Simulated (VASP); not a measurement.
Runs of VASP 6.6.1 on Pb. The structure is that of space group Pm-3m (No. 221), or close to it. The cells are those of the table. This isn't the form of Pb at room conditions, which is fcc.

```csv
cell,gap on the mesh (eV),pressure (GPa)
"a = 3.336 Å, 1 atom",none,-2.2
"a = 3.163 Å, 1 atom",none,3.7
"a = 3.377 Å, 1 atom",none,(b)
"a = 3.252 Å, 1 atom",none,0.0
"a = 3.116 Å, 1 atom",none,(a)
```

Alike in all rows: task single point; level PBE; potentials or basis VASP PAW PBE potentials, release 64 (Pb_d); no spin polarisation; k mesh 16 × 16 × 16; cutoff (eV) 520; smearing fermi-dirac 0.1 eV.

Estimate the missing entries.

(a) 6.2; (b) -3.0.

Caveats: spin-orbit coupling is left out, which moves the levels of the heavy elements; the cell stands under pressure (at least some runs); the cell stands under tension (at least some runs).

A k mesh can miss the band edges, and the runs leave out spin-orbit coupling on Pb.

A gap of «none» marks levels without a gap at the run's occupations.
